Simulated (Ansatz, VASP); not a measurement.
**MoS2: VASP beside Ansatz**

Contents of INCAR:

```
PREC = Accurate
ENCUT = 520
EDIFF = 1E-6
ISMEAR = 0
SIGMA = 0.01
LREAL = False
LASPH = True
NELM = 100
ALGO = Normal
ISIF = 2
LWAVE = False
LCHARG = False
GGA = PS
NBANDS = 20
```

File KPOINTS:

```
Automatic mesh
0
Gamma
  8 8 8
```

File POSCAR:

```
MoS2
1.0
    1.5715694880      0.9073460670      6.2807513983
   -1.5715694880      0.9073460670      6.2807513983
    0.0000000000     -1.8146921340      6.2807513983
Mo S
1 2
Direct
    0.0001015293      0.0001015293      0.0001015293
    0.2507582619      0.2507582619      0.2507582619
    0.4161402089      0.4161402089      0.4161402089
```

Input for Ansatz:

```yaml
crystal:
  lattice:
    - [1.57156948805, 0.90734606698, 6.28075139833]
    - [-1.57156948805, 0.90734606698, 6.28075139833]
    - [0.0, -1.81469213395, 6.28075139833]
  atoms:
    - { symbol: Mo, position: [0.000101529263, 0.000101529263, 0.000101529263] }
    - { symbol: S, position: [0.250758261883, 0.250758261883, 0.250758261883] }
    - { symbol: S, position: [0.416140208854, 0.416140208854, 0.416140208854] }
kpoints:
  mp_grid: { grid: [8, 8, 8] }
scf:
  occupations: { method: fixed }
hamiltonian:
  xc: pbesol
  pseudopotentials: { kind: all_electron, lapw: { basis_error: 0.001 } }
output:
  forces: true
  stress: true
  eigenvalues: true
  eigenstates:
    nscf_kmesh: { grid: [12, 12, 12] }
    de_dk: true
    e_range: [-9, 11.02347363605]
  optics:
    e_range: [0, 25]
    de: 0.2
    sigma: 0.1
    bands: { spectra_wanted_up_to: 25 }
    nscf_kmesh: { grid: [12, 12, 12] }
checkpoint:
  write: ck
  write_wavefunctions: false
```

Alike in both runs: task single point; functional PBEsol; k mesh 8 × 8 × 8; no spin polarisation.

|  | VASP | Ansatz |
| --- | --- | --- |
| version | VASP 6.6.1 | Ansatz 0.2.0 |
| potentials or method | VASP PAW PBE potentials, release 64 (Mo_sv, S), cutoff 520 eV | all-electron LAPW, scalar-relativistic |
| occupations | gaussian, width 0.01 eV | fixed |

|  | VASP | Ansatz | Ansatz less VASP |
| --- | --- | --- | --- |
| gap on the k mesh at the Fermi level (eV) | 1.12 | 1.11 | -0.012 |
| pressure (GPa) | 0.0 | 0.0 | +0.03 |

VASP's potentials were made for PBE, not for PBEsol. Ansatz ran all-electron here, and VASP with PAW potentials.
